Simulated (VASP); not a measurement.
MoS2, 12 atoms in the cell. The cell holds a slab with vacuum, 12 atoms: a = 3.141 Å, b = 3.141 Å, c = 34.072 Å, α = 90.00°, β = 90.00°, γ = 120.00°. 

```yaml
Program: VASP 6.6.1
Task: single point
Functional: PBEsol
Potentials_or_basis: VASP PAW PBE potentials, release 64 (Mo_sv, S)
Cutoff: 520 eV
k_mesh: 10 × 10 × 1
Occupations: fermi-dirac, width 0.05 eV
Spin: no spin polarisation
Dipole_correction: no
Further_INCAR_settings: ALGO = Normal; EDIFF = 1e-07; NBANDS = 64
```

Potentials or basis: VASP PAW PBE potentials, release 64 (Mo_sv, S).

The run is started by

```console
$ cat potpaw_PBE.64/Mo_sv/POTCAR potpaw_PBE.64/S/POTCAR > POTCAR
$ mpirun -np 1 vasp_std > vasp.out
```

Hardware: 1 thread of Intel Xeon 8259CL (shared host).

Problem. Estimate the wall time of this run.

Solution. Run time: 14 min on 1 thread of Intel Xeon 8259CL, with other jobs on the host, peak memory 0.5 GiB. Counts: scf iterations 26, k points 14.
